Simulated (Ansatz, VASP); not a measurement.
One calculation of Ge4As, two programs

```
CELL_PARAMETERS angstrom
5.01333 0.00000 0.00000
0.00000 5.01333 0.00000
0.00000 0.00000 5.01333
ATOMIC_POSITIONS crystal
Ge 0.50000 0.50000 0.50000
Ge 0.50000 0.00000 0.00000
Ge 0.00000 0.50000 0.00000
Ge 0.00000 0.00000 0.50000
As 0.00000 0.00000 0.00000
```

Alike in both runs: functional PBE; k mesh 8 × 8 × 8; occupations gaussian, width 0.1 eV; no spin polarisation.

Ansatz relaxed the structure, and its values are those at the end. VASP's run is a single point on that final structure, the one shown.

```csv
,VASP,Ansatz
version,VASP 6.6.1,Ansatz 0.2.0
potentials or method,"VASP PAW PBE potentials, release 64 (Ge_d, As), cutoff 520 eV","scalar-relativistic, plane waves, PAW"
valence electrons in the cell,61,71
```

|  | VASP | Ansatz | Ansatz less VASP |
| --- | --- | --- | --- |
| gap on the k mesh at the Fermi level (eV) | none | none | - |
| pressure (GPa) | 0.1 | 0.0 | -0.11 |

A gap of «none» marks a metal or a gap that the smearing closes. With one functional, cell and mesh, what is left measures potentials, basis and numerics. VASP's potentials hold 61 valence electrons a cell and Ansatz's 71, so a difference there can come from the potentials and not from the codes.
